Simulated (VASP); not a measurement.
The system is C.

```
C
1.0
     3.75460    0.00000    0.00000
     0.00000    3.75460    0.00000
     0.00000    0.00000    3.75460
C
8
Direct
  0.00000 0.00000 0.00000
  0.50000 0.50000 0.50000
  0.25000 0.00000 0.50000
  0.75000 0.00000 0.50000
  0.50000 0.25000 0.00000
  0.50000 0.75000 0.00000
  0.00000 0.50000 0.25000
  0.00000 0.50000 0.75000
```

```yaml
Program: VASP 6.6.1
Task: relaxation of cell and atoms
Functional: PBE
Potentials_or_basis: VASP PAW PBE potentials, release 64 (C)
Cutoff: 600 eV
k_mesh: 7 × 7 × 7
Occupations: fermi-dirac, width 0.1 eV
Spin: no spin polarisation
```

At the start: pressure 17.5 GPa; volume 6.62 Å³/atom.

**Question.** Where does the relaxation end?

**Answer.** Over 3 steps the energy falls by 33.2 meV/atom and the volume is 7.27 Å³/atom (+9.9 %); space group Pm-3n (No. 223, to 0.05 Å).

The path:
```tsv
step	energy change (eV)	largest force (eV/Å)	pressure (GPa)	volume (Å³)
1	0.0000	0.0000	17.50	52.93
2	-0.2637	0.0000	-1.30	58.66
3	-0.2657	0.0000	0.03	58.15
```

Final structure:
```
CELL_PARAMETERS angstrom
3.87427 0.00000 0.00000
0.00000 3.87427 0.00000
0.00000 0.00000 3.87427
ATOMIC_POSITIONS crystal
C 0.00000 0.00000 0.00000
C 0.50000 0.50000 0.50000
C 0.25000 0.00000 0.50000
C 0.75000 0.00000 0.50000
C 0.50000 0.25000 0.00000
C 0.50000 0.75000 0.00000
C 0.00000 0.50000 0.25000
C 0.00000 0.50000 0.75000
```
